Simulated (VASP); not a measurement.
# Cu5SnO2 (P4/mmm) in VASP: relaxation of cell and atoms with PBE

Aim: the relaxation of cell and atoms of Cu5SnO2 with PBE.

Program: VASP 6.6.1. These are calculated values, not measurements. Logs are shortened: lines on timing, memory, paths and dates and some standing lists are left out, and cuts for length are marked.

## Step 1: The cell of the first run

The structure is tetragonal, space group P4/mmm (No. 123). Conventional cell: a = 4.315 Å, b = 4.315 Å, c = 6.363 Å, α = 90.00°, β = 90.00°, γ = 90.00°. Cu (site symmetry 2mm) has 1 O at 2.00 Å and 3 Cu at 2.36 to 2.46 Å within 2.6 Å. Cu (site symmetry 4/mmm) has 8 Cu at 2.46 Å within 3.2 Å. Within 3.0 Å of Sn (site symmetry 4/mmm) lie 4 O at 2.16 Å and 8 Cu at 2.94 Å. Within 2.6 Å of O (site symmetry mmm) lie 2 Cu at 2.00 Å and 2 Sn at 2.16 Å.

## Step 2: Relaxation of cell and atoms, PBE

INCAR reads:

```
SYSTEM = Cu5SnO2
PREC     = Accurate       ! precision mode
ENCUT    = 600            ! plane-wave cutoff, eV
EDIFF    = 1E-7           ! SCF threshold, eV
ISMEAR   = 0              ! smearing method
SIGMA    = 0.1            ! smearing width, eV
LREAL    = .False.        ! projectors in reciprocal space
LASPH    = .True.         ! aspherical terms in the spheres
NELM     = 120            ! most SCF steps
ALGO     = Normal         ! electronic algorithm
ISIF     = 3              ! what is computed and relaxed
LWAVE    = .False.        ! write WAVECAR
LCHARG   = .False.        ! write CHGCAR
GGA      = PE             ! functional
IBRION   = 2              ! ionic algorithm
NSW      = 100            ! ionic steps
EDIFFG   = -0.01          ! ionic threshold
GGA_COMPAT= .False.      
NELMIN   = 4
```

KPOINTS reads:

```
Automatic mesh
0
Gamma
  8 8 6
  0 0 0
```

POSCAR reads:

```
Cu5SnO2
1.0
    4.3148854466      0.0000000000      0.0000000000
    0.0000000000      4.3148854466      0.0000000000
    0.0000000000      0.0000000000      6.3630483332
Cu Sn O
5 1 2
Direct
    0.5000000000      0.0000000000      0.3141851005
    0.5000000000      0.0000000000      0.6858148995
    0.0000000000      0.5000000000      0.3141851005
    0.0000000000      0.5000000000      0.6858148995
    0.5000000000      0.5000000000      0.5000000000
    0.0000000000      0.0000000000      0.0000000000
    0.5000000000      0.0000000000      0.0000000000
    0.0000000000      0.5000000000      0.0000000000
```

Potentials or basis: VASP PAW PBE potentials, release 64 (Cu, Sn_d, O).

On the command line:

```
$ cat potpaw_PBE.64/Cu/POTCAR potpaw_PBE.64/Sn_d/POTCAR potpaw_PBE.64/O/POTCAR > POTCAR
$ mpirun -np 1 vasp_std > vasp.out
```

OUTCAR:

```text
SYSTEM = Cu5SnO2
   PREC = Accurate
   ENCUT = 600
   EDIFF = 1E-7
   ISMEAR = 0
   LREAL = .False.
   LASPH = .True.
   NELM = 120
   ISIF = 3
   GGA = PE
   IBRION = 2
   NSW = 100
   EDIFFG = -0.01
   NELMIN = 4

 ion  position               nearest neighbor table
   1  0.500  0.000  0.314-   7 2.00   2 2.36   5 2.46   5 2.46   6 2.94   6 2.94
   2  0.500  0.000  0.686-   7 2.00   1 2.36   5 2.46   5 2.46   6 2.94   6 2.94
   3  0.000  0.500  0.314-   8 2.00   4 2.36   5 2.46   5 2.46   6 2.94   6 2.94
   4  0.000  0.500  0.686-   8 2.00   3 2.36   5 2.46   5 2.46   6 2.94   6 2.94
   5  0.500  0.500  0.500-   1 2.46   2 2.46   3 2.46   4 2.46   1 2.46   2 2.46   3 2.46   4 2.46

   6  0.000  0.000  0.000-   7 2.16   8 2.16   8 2.16   7 2.16   1 2.94   2 2.94   3 2.94   4 2.94
                             3 2.94   1 2.94   2 2.94   4 2.94
   7  0.500  0.000  0.000-   1 2.00   2 2.00   6 2.16   6 2.16
   8  0.000  0.500  0.000-   3 2.00   4 2.00   6 2.16   6 2.16

  LATTYP: Found a simple tetragonal cell.
 ALAT       =     4.3148854466
 C/A-ratio  =     1.4746737571

  Lattice vectors:

 A1 = (   4.3148854466,   0.0000000000,   0.0000000000)
 A2 = (   0.0000000000,   4.3148854466,   0.0000000000)
 A3 = (   0.0000000000,   0.0000000000,   6.3630483332)

Analysis of symmetry for initial positions (statically):
=====================================================================
 Subroutine PRICEL returns:
 Original cell was already a primitive cell.

 Routine SETGRP: Setting up the symmetry group for a
 simple tetragonal supercell.

 Subroutine GETGRP returns: Found 16 space group operations
 (whereof 16 operations were pure point group operations)
 out of a pool of 16 trial point group operations.

The static configuration has the point symmetry D_4h.

Analysis of symmetry for dynamics (positions and initial velocities):
=====================================================================
 Subroutine PRICEL returns:
 Original cell was already a primitive cell.

 Routine SETGRP: Setting up the symmetry group for a
 simple tetragonal supercell.

 Subroutine GETGRP returns: Found 16 space group operations
 (whereof 16 operations were pure point group operations)
 out of a pool of 16 trial point group operations.

The dynamic configuration has the point symmetry D_4h.

 Subroutine INISYM returns: Found 16 space group operations
 (whereof 16 operations are pure point group operations),
 and found     1 'primitive' translations

----------------------------------------------------------------------------------------

                                     Primitive cell

  volume of cell :     118.4687

  direct lattice vectors                    reciprocal lattice vectors
     4.314885447  0.000000000  0.000000000     0.231755863  0.000000000  0.000000000
     0.000000000  4.314885447  0.000000000     0.000000000  0.231755863  0.000000000
     0.000000000  0.000000000  6.363048333     0.000000000  0.000000000  0.157157379

  length of vectors
     4.314885447  4.314885447  6.363048333     0.231755863  0.231755863  0.157157379

  position of ions in fractional coordinates (direct lattice)
     0.500000000  0.000000000  0.314185100
     0.500000000  0.000000000  0.685814900
     0.000000000  0.500000000  0.314185100
     0.000000000  0.500000000  0.685814900
     0.500000000  0.500000000  0.500000000
     0.000000000  0.000000000  0.000000000
     0.500000000  0.000000000  0.000000000
     0.000000000  0.500000000  0.000000000

  ion indices of the primitive-cell ions
   primitive index   ion index
                 1           1
                 2           2
                 3           3
                 4           4
                 5           5
                 6           6
                 7           7
                 8           8

----------------------------------------------------------------------------------------

 KPOINTS: Automatic mesh

Automatic generation of k-mesh.
 Grid dimensions read from file:
 generate k-points for:    8    8    6

 Generating k-lattice:

  Cartesian coordinates                     Fractional coordinates (reciprocal lattice)
     0.028969483  0.000000000  0.000000000     0.125000000  0.000000000  0.000000000
     0.000000000  0.028969483  0.000000000     0.000000000  0.125000000  0.000000000
     0.000000000  0.000000000  0.026192897     0.000000000  0.000000000  0.166666667

  Length of vectors
     0.028969483  0.028969483  0.026192897

  Shift w.r.t. Gamma in fractional coordinates (k-lattice)
     0.000000000  0.000000000  0.000000000

 Subroutine IBZKPT returns following result:
 ===========================================

 Found     60 irreducible k-points:

 Following reciprocal coordinates:
            Coordinates               Weight
  0.000000  0.000000  0.000000      1.000000
  0.125000  0.000000  0.000000      4.000000
  0.250000  0.000000  0.000000      4.000000
  0.375000  0.000000  0.000000      4.000000
  0.500000  0.000000  0.000000      2.000000
  0.125000  0.125000  0.000000      4.000000
[... 16 lines left out ...]
  0.375000  0.125000  0.166667     16.000000
  0.500000  0.125000  0.166667      8.000000
 [... further k-points ...]
   k-points           NKPTS =     60   k-points in BZ     NKDIM =     60   number of bands    NBANDS=     48
   number of dos      NEDOS =    301   number of ions     NIONS =      8
   total plane-waves  NPLWV =  69984
   dimension x,y,z NGX =    36 NGY =   36 NGZ =   54
   dimension x,y,z NGXF=    72 NGYF=   72 NGZF=  108
   ions per type =               5   1   2
   NGX,Y,Z   is equivalent  to a cutoff of  13.87, 13.87, 14.11 a.u.
   NGXF,Y,Z  is equivalent  to a cutoff of  27.74, 27.74, 28.22 a.u.
 SYSTEM =  Cu5SnO2
   PREC   = accura    normal or accurate (medium, high low for compatibility)
   ISTART =      0    job   : 0-new  1-cont  2-samecut
   ICHARG =      2    charge: 1-file 2-atom 10-const
   ISPIN  =      1    spin polarized calculation?
   LNONCOLLINEAR =      F non collinear calculations
   LSORBIT =      F    spin-orbit coupling
   LASPH  =      T    aspherical Exc in radial PAW
   ENCUT  =  600.0 eV  44.10 Ry    6.64 a.u.   8.62  8.62 12.71*2*pi/ulx,y,z
   NELM   =    120;   NELMIN=  4; NELMDL= -5     # of ELM steps
   EDIFF  = 0.1E-06   stopping-criterion for ELM
   LREAL  =      F    real-space projection
   EDIFFG = -.1E-01   stopping-criterion for IOM
   NSW    =    100    number of steps for IOM
   IBRION =      2    ionic relax: 0-MD 1-quasi-New 2-CG
   NFREE  =      1    steps in history (QN), initial steepest desc. (CG)
   ISIF   =      3    stress and relaxation
   ISYM   =      2    0-nonsym 1-usesym 2-fastsym
   POTIM  = 0.5000    time-step for ionic-motion
   TEBEG  =    0.0;   TEEND  =   0.0 temperature during run
   PSTRESS=    0.0 pullay stress
   NELECT =      81.0000    total number of electrons
   NUPDOWN=      -1.0000    fix difference up-down
   EMIN   =  10.00;   EMAX   =-10.00  energy-range for DOS
   EFERMI =   0.00;   METHOD = LEGACY
   ISMEAR =     0;   SIGMA  =   0.10  broadening in eV -4-tet -1-fermi 0-gaus
   EFERMI_NEDOS =   21; number of points for ismear=-14 and -15
   IALGO  =     38    algorithm
   IMIX   =      4    mixing-type and parameters
     AMIX     =   0.40;   BMIX     =  1.00
     AMIX_MAG =   1.60;   BMIX_MAG =  1.00
  volume/ion in A,a.u.               =      14.81        99.93
  Fermi-wavevector in a.u.,A,eV,Ry     =   1.442232  2.725424 28.300585  2.080034
  Thomas-Fermi vector in A             =   2.560776
   LORBIT       =      0    0 simple, 1 ext, 2 COOP (PROOUT), +10 PAW based schemes
   GGA     = PE    functional components
   LHFCALC =     F    Hartree Fock is set to
   AEXX    =    0.0000 exact exchange contribution
   IVDW    =     0    specifies the selected vdW correction
   LEPSILON=     F    determine dielectric tensor
   LRPA    =     F    only Hartree local field effects (RPA)
 conjugate gradient relaxation of ions
 non-spin polarized calculation
 Gauss-broadening in eV      SIGMA  =   0.10
  energy-cutoff  :      600.00
  volume of cell :      118.47
 maximum number of plane-waves:      3978
 NGX is ok and might be reduce to    36
   NGX = 17   NGY = 17   NGZ = 25

--------------------------------------- Ionic step        1  -------------------------------------------

 number of electron      80.9999977 magnetization

 Free energy of the ion-electron system (eV)
  ---------------------------------------------------
  ext. energy  EPLUGINS =         0.00000000
  ---------------------------------------------------
  free energy    TOTEN  =       -33.19681193 eV

  energy without entropy =      -33.18322154  energy(sigma->0) =      -33.19001674

------------------------ aborting loop because EDIFF is reached ----------------------------------------

  FORCE on cell =-STRESS in cart. coord.  units (eV):
  Direction    XX          YY          ZZ          XY          YZ          ZX
  --------------------------------------------------------------------------------------
  -------------------------------------------------------------------------------------
  Total        0.2627107      0.2627107      0.5696286      0.0000000      0.0000000     -0.0000000
  in kB        3.5529127      3.5529127      7.7036870      0.0000000      0.0000000     -0.0000000
  external PRESSURE =       4.9365042 kB  Pullay stress =       0.0000000 kB
[... 69 lines left out ...]
  energy  without entropy=      -33.1837427907  energy(sigma->0) =      -33.19065975

--------------------------------------- Ionic step        3  -------------------------------------------

 number of electron      80.9999977 magnetization

 Free energy of the ion-electron system (eV)
  ---------------------------------------------------
  ext. energy  EPLUGINS =         0.00000000
  ---------------------------------------------------
  free energy    TOTEN  =       -33.19772989 eV

  energy without entropy =      -33.18397167  energy(sigma->0) =      -33.19085078

 E-fermi :   5.2736     XC(G=0): -10.8392

 val. band max:        5.2536443283   @ k =   0.3750   0.2500   0.3333
 cond. band min:       5.2882601738   @ k =   0.2500   0.0000   0.0000
 fundamental gap:      0.0346158455
 Fermi energy:         5.2736260410

 k-point     1 :       0.0000    0.0000    0.0000
  band No.  band energies     occupation
      1     -16.9422      2.00000
      2     -16.6829      2.00000
      3     -16.4286      2.00000
      4     -16.4286      2.00000
      5     -16.3083      2.00000
      6     -13.7730      2.00000
[... 1213 lines left out ...]
     47      10.7500      0.00000
     48      12.3083      0.00000

 [... further k-points ...]

------------------------ aborting loop because EDIFF is reached ----------------------------------------

  FORCE on cell =-STRESS in cart. coord.  units (eV):
  Direction    XX          YY          ZZ          XY          YZ          ZX
  --------------------------------------------------------------------------------------
  -------------------------------------------------------------------------------------
  Total       -0.0150197     -0.0150197      0.0214741      0.0000000      0.0000000      0.0000000
  in kB       -0.2022057     -0.2022057      0.2890987      0.0000000      0.0000000      0.0000000
  external PRESSURE =      -0.0384376 kB  Pullay stress =       0.0000000 kB
[... 23 lines left out ...]
  FREE ENERGIE OF THE ION-ELECTRON SYSTEM (eV)
  ---------------------------------------------------
  free  energy   TOTEN  =       -33.1977298870 eV

  energy  without entropy=      -33.1839716697  energy(sigma->0) =      -33.19085078

 reached required accuracy - stopping structural energy minimisation
```

Run time: 34 min. Hardware: 1 thread of Oxide Virtual Turin-like, shared host; peak memory 0.47 GiB.

Results:

| Quantity | Value |
| --- | --- |
| Free energy | -33.1977 eV |
| Relaxed volume | 14.88 Å³/atom |
| Relaxed cell | a = 4.320 Å, b = 4.320 Å, c = 6.378 Å, α = 90.00°, β = 90.00°, γ = 90.00° |
| Space group after relaxing (to 0.1 Å) | P4/mmm (No. 123) |
| Energy gained by relaxing | 0.1 meV/atom |
| Ionic steps | 3 |
| Pressure after relaxing | 0.0 GPa |
| Largest force after relaxing | 0.004 eV/Å |
| Band gap on the k mesh | zero (an odd number of electrons rules out a gap without spin polarisation) |

Forces in eV/Å, atoms in the order of the input:
```
Cu   0.000  0.000 -0.004
Cu   0.000  0.000  0.004
Cu   0.000  0.000 -0.004
Cu   0.000  0.000  0.004
Cu   0.000  0.000  0.000
Sn   0.000  0.000  0.000
O    0.000  0.000  0.000
O    0.000  0.000  0.000
```

The path:
| step | energy change (eV) | largest force (eV/Å) | pressure (GPa) | volume (Å³) |
| --- | --- | --- | --- | --- |
| 1 | 0.0000 | 0.0009 | 0.49 | 118.47 |
| 2 | -0.0008 | 0.0053 | -0.22 | 119.25 |
| 3 | -0.0009 | 0.0041 | 0.00 | 119.01 |

Final structure:
```
CELL_PARAMETERS angstrom
4.31960 0.00000 0.00000
0.00000 4.31960 0.00000
0.00000 0.00000 6.37812
ATOMIC_POSITIONS crystal
Cu 0.50000 0.00000 0.31418
Cu 0.50000 0.00000 0.68582
Cu 0.00000 0.50000 0.31418
Cu 0.00000 0.50000 0.68582
Cu 0.50000 0.50000 0.50000
Sn 0.00000 0.00000 0.00000
O 0.50000 0.00000 0.00000
O 0.00000 0.50000 0.00000
```

Levels at points of the mesh, in eV from the Fermi level:
```csv
k point,band 37,band 38,band 39,band 40,band 41,band 42,band 43,band 44
"(0.00, 0.00, 0.00)",-1.75,-1.74,-1.69,-0.82,1.98,2.15,2.15,3.48
"(0.50, 0.00, 0.00)",-1.69,-1.63,-1.01,-1.00,0.73,1.36,2.29,4.05
"(0.50, 0.50, 0.00)",-0.95,-0.95,-0.89,-0.89,-0.37,-0.29,0.25,1.21
"(0.00, 0.00, 0.50)",-1.51,-1.47,-1.20,-1.20,0.98,1.54,1.54,2.92
"(0.50, 0.00, 0.50)",-1.45,-1.26,-1.20,-1.20,-0.02,0.76,2.39,3.69
"(0.50, 0.50, 0.50)",-1.26,-1.22,-1.19,-1.13,-0.78,-0.78,1.05,1.92
```

Caveat: spin-orbit coupling is left out, which moves the levels of the heavy elements.

The gap in the log of VASP goes by the Fermi energy; the results here count the filled bands.